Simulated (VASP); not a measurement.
Runs of VASP 6.6.1 on CsI. The structure is that of space group Pm-3m (No. 221), or close to it. The cells are those of the table. 

```tsv
task	cell	cutoff (eV)	gap on the mesh (eV)	pressure (GPa)
single point	a = 4.419 Å, 2 atoms	500	4.01	2.5
relaxation of the atoms	atoms relaxed from a = 3.575 Å, 2 atoms	450	0.67	58.8
electric field gradients	a = 4.665 Å, 2 atoms	400	(a)	0.0
electric field gradients	a = 3.575 Å, 2 atoms	400	0.67	58.8
electric field gradients	a = 4.419 Å, 2 atoms	400	4.01	2.5
```

Alike in all rows: level PBE; potentials or basis VASP PAW PBE potentials, release 64 (Cs_sv, I); no spin polarisation; k mesh 6 × 6 × 6; smearing fermi-dirac 0.03 eV.

Q: Fill in the values left out.

A: (a) 3.68.

Caveats: spin-orbit coupling is left out, which moves the levels of the heavy elements; the relaxation stopped at its first step, so nothing moved (some runs).

A k mesh can miss the band edges, and the runs leave out spin-orbit coupling on Cs, I.
